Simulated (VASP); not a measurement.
Ag, 1 atom in the cell. It takes space group Pm-3m (No. 221, cubic). The conventional cell has a = 2.629 Å, b = 2.629 Å, c = 2.629 Å, α = 90.00°, β = 90.00°, γ = 90.00°. Within 3.5 Å of Ag (site symmetry m-3m) lie 6 Ag at 2.63 Å. 

* Program: VASP 6.6.1
* Task: single point
* Functional: LDA
* Potentials or basis: VASP PAW LDA potentials, release 64 (Ag)
* Cutoff: 520 eV
* k mesh: 15 × 15 × 15
* Occupations: fermi-dirac, width 0.1 eV
* Spin: no spin polarisation
* Dipole correction: no
* Further INCAR settings: ALGO = Normal; EDIFF = 1e-06; NBANDS = 12

Potentials or basis: VASP PAW LDA potentials, release 64 (Ag).

Run with:

```console
$ cat potpaw_LDA.64/Ag/POTCAR > POTCAR
$ mpirun -np 1 vasp_std > vasp.out
```

Hardware: 1 thread of AMD EPYC 7R43 64-Core Processor (Zen 3) (shared host).

**Question.** How long does it take, and how much memory?

**Answer.** It took 19 s on 1 thread of AMD EPYC 7R43 64-Core Processor (Zen 3), on a shared host, peak memory 0.1 GiB. Counts: scf iterations 10, k points 120.
